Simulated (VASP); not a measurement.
# ZnS (I-4m2) in VASP: further runs

The runs below take ZnS through single point, with PBEsol.

Program: VASP 6.6.1. These are calculated values, not measurements. Logs are shortened: lines on timing, memory, paths and dates and some standing lists are left out, and cuts for length are marked.

## Step 1: The cell of the first run

The structure is tetragonal, space group I-4m2 (No. 119). Conventional cell: a = 3.711 Å, b = 3.711 Å, c = 5.485 Å, α = 90.00°, β = 90.00°, γ = 90.00°. Zn (site symmetry -4m2) has 4 S at 2.31 Å within 3.0 Å. S (site symmetry -4m2) has 4 Zn at 2.31 Å within 3.0 Å.

## Step 2: Single point, PBEsol (in-plane strain -0.02, then relaxed in part)

File INCAR:

```
SYSTEM = ZnS
ALGO     = Normal         ! electronic algorithm
EDIFF    = 1E-6           ! SCF threshold, eV
ENCUT    = 500            ! plane-wave cutoff, eV
GGA      = PS             ! functional
GGA_COMPAT= .False.      
ISIF     = 2              ! what is computed and relaxed
ISMEAR   = 0              ! smearing method
LASPH    = .True.         ! aspherical terms in the spheres
LCHARG   = .False.        ! write CHGCAR
LREAL    = .False.        ! projectors in reciprocal space
LWAVE    = .False.        ! write WAVECAR
NBANDS   = 16             ! bands
NELM     = 120            ! most SCF steps
PREC     = Accurate       ! precision mode
SIGMA    = 0.01           ! smearing width, eV
```

File KPOINTS:

```
k-points
0
Gamma
  8 8 8
  0 0 0
```

File POSCAR:

```
ZnS
1.0
    2.6242142094      2.6242142094      0.0000000000
   -2.6242142094      2.6242142094      0.0000000000
    0.0000000000      2.6242142094      2.7424329736
Zn S
1 1
Direct
    0.7500000000      0.2500000000      0.5000000000
    0.0000000000      0.0000000000      0.0000000000
```

Potentials or basis: VASP PAW PBE potentials, release 64 (Zn, S).

Started as:

```sh
cat potpaw_PBE.64/Zn/POTCAR potpaw_PBE.64/S/POTCAR > POTCAR
mpirun -np 1 vasp_std > vasp.out
```

OUTCAR:

```text
SYSTEM = ZnS
   EDIFF = 1E-6
   ENCUT = 500
   GGA = PS
   ISIF = 2
   ISMEAR = 0
   LASPH = .True.
   LREAL = .False.
   NELM = 120
   PREC = Accurate

 ion  position               nearest neighbor table
   1  0.750  0.250  0.500-   2 2.31   2 2.31   2 2.31   2 2.31
   2  0.000  0.000  0.000-   1 2.31   1 2.31   1 2.31   1 2.31

  LATTYP: Found a body centered tetragonal cell.
 ALAT       =     3.7111993255
 C/A-ratio  =     1.4779227592

  Lattice vectors:

 A1 = (   2.6242142094,   0.0000000000,  -2.7424329736)
 A2 = (  -2.6242142094,   0.0000000000,  -2.7424329736)
 A3 = (   0.0000000000,   2.6242142094,   2.7424329736)

Analysis of symmetry for initial positions (statically):
=====================================================================
 Subroutine PRICEL returns:
 Original cell was already a primitive cell.

 Routine SETGRP: Setting up the symmetry group for a
 body centered tetragonal supercell.

 Subroutine GETGRP returns: Found  8 space group operations
 (whereof  8 operations were pure point group operations)
 out of a pool of 16 trial point group operations.

The static configuration has the point symmetry D_2d.

Analysis of symmetry for dynamics (positions and initial velocities):
=====================================================================
 Subroutine PRICEL returns:
 Original cell was already a primitive cell.

 Routine SETGRP: Setting up the symmetry group for a
 body centered tetragonal supercell.

 Subroutine GETGRP returns: Found  8 space group operations
 (whereof  8 operations were pure point group operations)
 out of a pool of 16 trial point group operations.

The dynamic configuration has the point symmetry D_2d.

 Subroutine INISYM returns: Found  8 space group operations
 (whereof  8 operations are pure point group operations),
 and found     1 'primitive' translations

----------------------------------------------------------------------------------------

                                     Primitive cell

  volume of cell :      37.7715

  direct lattice vectors                    reciprocal lattice vectors
     2.624214209  2.624214209  0.000000000     0.190533226  0.190533226 -0.182319862
    -2.624214209  2.624214209  0.000000000    -0.190533226  0.190533226 -0.182319862
     0.000000000  2.624214209  2.742432974     0.000000000  0.000000000  0.364639723

  length of vectors
     3.711199326  3.711199326  3.795713218     0.325340364  0.325340364  0.364639723

  position of ions in fractional coordinates (direct lattice)
     0.750000000  0.250000000  0.500000000
     0.000000000  0.000000000  0.000000000

  ion indices of the primitive-cell ions
   primitive index   ion index
                 1           1
                 2           2

----------------------------------------------------------------------------------------

 KPOINTS: k-points

Automatic generation of k-mesh.
 Grid dimensions read from file:
 generate k-points for:    8    8    8

 Generating k-lattice:

  Cartesian coordinates                     Fractional coordinates (reciprocal lattice)
     0.023816653  0.023816653 -0.022789983     0.125000000  0.000000000 -0.000000000
    -0.023816653  0.023816653 -0.022789983     0.000000000  0.125000000 -0.000000000
     0.000000000  0.000000000  0.045579965     0.000000000  0.000000000  0.125000000

  Length of vectors
     0.040667546  0.040667546  0.045579965

  Shift w.r.t. Gamma in fractional coordinates (k-lattice)
     0.000000000  0.000000000  0.000000000

 Subroutine IBZKPT returns following result:
 ===========================================

 Found     59 irreducible k-points:

 Following reciprocal coordinates:
            Coordinates               Weight
  0.000000  0.000000  0.000000      1.000000
  0.125000  0.000000  0.000000      8.000000
  0.250000  0.000000  0.000000      8.000000
  0.375000  0.000000 -0.000000      8.000000
  0.500000  0.000000  0.000000      4.000000
  0.125000  0.125000  0.000000      8.000000
[... 16 lines left out ...]
  0.250000  0.000000  0.125000      4.000000
  0.375000  0.000000  0.125000      8.000000
 [... further k-points ...]
   k-points           NKPTS =     59   k-points in BZ     NKDIM =     59   number of bands    NBANDS=     16
   number of dos      NEDOS =    301   number of ions     NIONS =      2
   total plane-waves  NPLWV =  21952
   dimension x,y,z NGX =    28 NGY =   28 NGZ =   28
   dimension x,y,z NGXF=    56 NGYF=   56 NGZF=   56
   ions per type =               1   1
   NGX,Y,Z   is equivalent  to a cutoff of  12.54, 12.54, 12.26 a.u.
   NGXF,Y,Z  is equivalent  to a cutoff of  25.09, 25.09, 24.53 a.u.
 SYSTEM =  ZnS
   PREC   = accura    normal or accurate (medium, high low for compatibility)
   ISTART =      0    job   : 0-new  1-cont  2-samecut
   ICHARG =      2    charge: 1-file 2-atom 10-const
   ISPIN  =      1    spin polarized calculation?
   LNONCOLLINEAR =      F non collinear calculations
   LSORBIT =      F    spin-orbit coupling
   LASPH  =      T    aspherical Exc in radial PAW
   ENCUT  =  500.0 eV  36.75 Ry    6.06 a.u.   6.77  6.77  6.92*2*pi/ulx,y,z
   NELM   =    120;   NELMIN=  2; NELMDL= -5     # of ELM steps
   EDIFF  = 0.1E-05   stopping-criterion for ELM
   LREAL  =      F    real-space projection
   EDIFFG = 0.1E-04   stopping-criterion for IOM
   NSW    =      0    number of steps for IOM
   IBRION =     -1    ionic relax: 0-MD 1-quasi-New 2-CG
   NFREE  =      0    steps in history (QN), initial steepest desc. (CG)
   ISIF   =      2    stress and relaxation
   ISYM   =      2    0-nonsym 1-usesym 2-fastsym
   POTIM  = 0.5000    time-step for ionic-motion
   TEBEG  =    0.0;   TEEND  =   0.0 temperature during run
   PSTRESS=    0.0 pullay stress
   NELECT =      18.0000    total number of electrons
   NUPDOWN=      -1.0000    fix difference up-down
   EMIN   =  10.00;   EMAX   =-10.00  energy-range for DOS
   EFERMI =   0.00;   METHOD = LEGACY
   ISMEAR =     0;   SIGMA  =   0.01  broadening in eV -4-tet -1-fermi 0-gaus
   EFERMI_NEDOS =   21; number of points for ismear=-14 and -15
   IALGO  =     38    algorithm
   IMIX   =      4    mixing-type and parameters
     AMIX     =   0.40;   BMIX     =  1.00
     AMIX_MAG =   1.60;   BMIX_MAG =  1.00
  volume/ion in A,a.u.               =      18.89       127.45
  Fermi-wavevector in a.u.,A,eV,Ry     =   1.278726  2.416442 22.247430  1.635140
  Thomas-Fermi vector in A             =   2.411252
   LORBIT       =      0    0 simple, 1 ext, 2 COOP (PROOUT), +10 PAW based schemes
   GGA     = PS    functional components
   LHFCALC =     F    Hartree Fock is set to
   AEXX    =    0.0000 exact exchange contribution
   IVDW    =     0    specifies the selected vdW correction
   LEPSILON=     F    determine dielectric tensor
   LRPA    =     F    only Hartree local field effects (RPA)
 non-spin polarized calculation
 Gauss-broadening in eV      SIGMA  =   0.01
  energy-cutoff  :      500.00
  volume of cell :       37.77
 maximum number of plane-waves:       974
   NGX = 13   NGY = 13   NGZ = 13

 number of electron      18.0000019 magnetization

 Free energy of the ion-electron system (eV)
  ---------------------------------------------------
  ext. energy  EPLUGINS =         0.00000000
  ---------------------------------------------------
  free energy    TOTEN  =        -7.57798011 eV

  energy without entropy =       -7.57798011  energy(sigma->0) =       -7.57798011

 E-fermi :   2.5836     XC(G=0): -10.0575

 val. band max:        2.4862810048   @ k =   0.0000   0.0000   0.0000
 cond. band min:       4.5898408866   @ k =   0.0000   0.0000   0.0000
 fundamental gap:      2.1035598818
 Fermi energy:         2.5835920801

 k-point     1 :       0.0000    0.0000    0.0000
  band No.  band energies     occupation
      1     -11.0364      2.00000
      2      -4.1448      2.00000
      3      -4.1155      2.00000
      4      -4.1155      2.00000
      5      -3.5858      2.00000
      6      -3.5680      2.00000
[... 8 lines left out ...]
     15      14.3560      0.00000
     16      14.6056      0.00000

 k-point     2 :       0.1250    0.0000    0.0000
  band No.  band energies     occupation
      1     -10.9084      2.00000
      2      -4.1378      2.00000
      3      -4.1056      2.00000
      4      -4.0915      2.00000
      5      -3.5860      2.00000
      6      -3.5717      2.00000
[... 8 lines left out ...]
     15      13.8715      0.00000
     16      15.1156      0.00000

 k-point     3 :       0.2500    0.0000    0.0000
  band No.  band energies     occupation
      1     -10.5719      2.00000
      2      -4.1042      2.00000
      3      -4.0603      2.00000
      4      -4.0381      2.00000
      5      -3.5767      2.00000
      6      -3.5735      2.00000
[... 8 lines left out ...]
     15      13.4807      0.00000
     16      14.6117      0.00000

 k-point     4 :       0.3750    0.0000   -0.0000
  band No.  band energies     occupation
      1     -10.1852      2.00000
      2      -4.0343      2.00000
      3      -3.9947      2.00000
      4      -3.8904      2.00000
      5      -3.5613      2.00000
      6      -3.5493      2.00000
[... 8 lines left out ...]
     15      14.4729      0.00000
     16      14.7372      0.00000
[... 324 lines left out ...]
 k-point    22 :       0.0000    0.0000    0.1250
  band No.  band energies     occupation
      1     -10.8745      2.00000
      2      -4.1699      2.00000
      3      -4.0721      2.00000
      4      -4.0721      2.00000
      5      -3.6061      2.00000
      6      -3.5574      2.00000
[... 8 lines left out ...]
     15      14.7910      0.00000
     16      15.5344      0.00000

 k-point    23 :       0.2500    0.0000    0.1250
  band No.  band energies     occupation
      1     -10.7026      2.00000
      2      -4.1386      2.00000
      3      -4.0687      2.00000
      4      -4.0616      2.00000
      5      -3.5902      2.00000
      6      -3.5638      2.00000
[... 8 lines left out ...]
     15      13.8163      0.00000
     16      16.0377      0.00000

 k-point    24 :       0.3750    0.0000    0.1250
  band No.  band energies     occupation
      1     -10.3412      2.00000
      2      -4.0770      2.00000
      3      -4.0110      2.00000
      4      -4.0048      2.00000
      5      -3.5948      2.00000
      6      -3.5308      2.00000
[... 8 lines left out ...]
     15      14.8788      0.00000
     16      15.5618      0.00000

 [... further k-points ...]

------------------------ aborting loop because EDIFF is reached ----------------------------------------

  FORCE on cell =-STRESS in cart. coord.  units (eV):
  Direction    XX          YY          ZZ          XY          YZ          ZX
  --------------------------------------------------------------------------------------
  -------------------------------------------------------------------------------------
  Total        0.5196192      0.5196192      0.0517923      0.0000000      0.0000000      0.0000000
  in kB       22.0409939     22.0409939      2.1969045      0.0000000      0.0000000      0.0000000
  external PRESSURE =      15.4262974 kB  Pullay stress =       0.0000000 kB

 VOLUME and BASIS-vectors are now :
 -----------------------------------------------------------------------------
  energy-cutoff  :      500.00
  volume of cell :       37.77
      direct lattice vectors                 reciprocal lattice vectors
     2.624214209  2.624214209  0.000000000     0.190533226  0.190533226 -0.182319862
    -2.624214209  2.624214209  0.000000000    -0.190533226  0.190533226 -0.182319862
     0.000000000  2.624214209  2.742432974     0.000000000  0.000000000  0.364639723

 POSITION                                       TOTAL-FORCE (eV/Angst)
 -----------------------------------------------------------------------------------
      1.31211      3.93632      1.37122         0.000000     -0.000000      0.000000
      0.00000      0.00000      0.00000        -0.000000      0.000000      0.000000
 -----------------------------------------------------------------------------------
    total drift:                                0.000001      0.000000     -0.000000

  FREE ENERGIE OF THE ION-ELECTRON SYSTEM (eV)
  ---------------------------------------------------
  free  energy   TOTEN  =        -7.5779801111 eV

  energy  without entropy=       -7.5779801111  energy(sigma->0) =       -7.57798011
```

Wall time 23 s (1 thread of Intel Xeon Platinum 8488C (Sapphire Rapids), shared host); peak memory 0.16 GiB.

What came out:

| Property | Result |
| --- | --- |
| Free energy | -7.5780 eV |
| Pressure | 1.5 GPa |
| Band gap on the k mesh | 2.10 eV, direct |

Caveat: the cell differs from its parent crystal (in-plane strain -0.02, then relaxed in part); the PAW data sets were made with another functional, which shifts forces and pressure a little.

(Continued in part 2 of 2.)
